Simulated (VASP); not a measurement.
Wanted: the native input for a VASP 6.6.1 run.

* Task: single point
* Functional: PBEsol
* Potentials or basis: VASP PAW PBE potentials, release 64 (Ti_sv, O)
* Cutoff: 520 eV
* k mesh: 9 × 9 × 1
* Occupations: gaussian, width 0.1 eV
* Spin: no spin polarisation
* Dipole correction: yes
* Further INCAR settings: ALGO = Normal; EDIFF = 1e-06; NBANDS = 35

The structure of Ti4O lies in POSCAR:

```
Ti4O
1.0
    2.8999670177      0.0000000000      0.0000000000
   -1.4499835088      2.5114451074      0.0000000000
    0.0000000000      0.0000000000     22.3116752696
Ti O
4 1
Direct
    0.6666666667      0.3333333334      0.1792783353
    0.3333333333      0.6666666666      0.2821522919
    0.6666666667      0.3333333334      0.3887032030
    0.3333333333      0.6666666666      0.4845747860
    0.6666666667      0.8333333333      0.5471698187
```

The input as run:

INCAR

```
PREC = Accurate
ENCUT = 520
EDIFF = 1E-6
ISMEAR = 0
SIGMA = 0.1
LREAL = F
LASPH = T
NELM = 60
ALGO = Normal
ISIF = 2
LWAVE = F
LCHARG = F
LDIPOL = T
IDIPOL = 3
DIPOL = 0.5 0.5 0.376
GGA = PS
NBANDS = 35
```

KPOINTS

```
regular mesh
0
Gamma
  9 9 1
```

Potentials or basis: VASP PAW PBE potentials, release 64 (Ti_sv, O).

The run is started by

```bash
$ cat potpaw_PBE.64/Ti_sv/POTCAR potpaw_PBE.64/O/POTCAR > POTCAR
$ mpirun -np 1 vasp_std > vasp.out
```

It gave:

```yaml
Largest_force: 2.548 eV/Å
Band_gap_on_the_k_mesh: zero (band 27 reaches 0.74 eV, above the bottom of band 28 at -0.12 eV)
```

Caveat: the PAW data sets were made with another functional, which shifts forces and pressure a little.

Wall time 6.8 min on 1 thread of AMD EPYC 7R43 64-Core Processor (Zen 3) (shared host), peak memory 0.31 GiB.
